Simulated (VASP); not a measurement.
Write the native input for VASP 6.6.1 that does the following.

| Property | Result |
| --- | --- |
| Task | single point |
| Functional | PBE |
| Potentials or basis | VASP PAW PBE potentials, release 64 (Li_sv, Si) |
| Cutoff | 520 eV |
| k mesh | 12 × 12 × 10 |
| Occupations | gaussian, width 0.1 eV |
| Spin | no spin polarisation |
| Dipole correction | no |
| Further INCAR settings | ALGO = Normal; EDIFF = 1e-06; NBANDS = 12 |

The structure of LiSi2 lies in POSCAR:

```
LiSi2
1.0
    3.8105914084      0.0000000000      0.0000000000
   -1.9052957042      3.3000689631      0.0000000000
    0.0000000000      0.0000000000      4.4235159041
Li Si
1 2
Direct
    0.0000000000      0.0000000000      0.0000000000
    0.3333333333      0.6666666667      0.5895854927
    0.6666666667      0.3333333333      0.4104145073
```

The input as run:

INCAR

```
PREC = Accurate ; ENCUT = 520
EDIFF = 1E-6 ; ISMEAR = 0
SIGMA = 0.1 ; LREAL = F
LASPH = T ; NELM = 80
ALGO = Normal ; ISIF = 2
LWAVE = F ; LCHARG = T
GGA = PE ; LELF = T
LVHAR = T ; NBANDS = 12
```

KPOINTS

```
Automatic mesh
0
Gamma
  12 12 10
```

Potentials or basis: VASP PAW PBE potentials, release 64 (Li_sv, Si).

Launch:

```bash
$ cat potpaw_PBE.64/Li_sv/POTCAR potpaw_PBE.64/Si/POTCAR > POTCAR
$ mpirun -np 1 vasp_std > vasp.out
```

Results of the run:

```yaml
Largest_force: 0.008 eV/Å
```

Wall time 84 s on 1 thread of Intel(R) Xeon(R) Platinum 8259CL CPU @ 2.50GHz (Skylake/Cascade Lake), with other jobs on the host, peak memory 0.23 GiB.
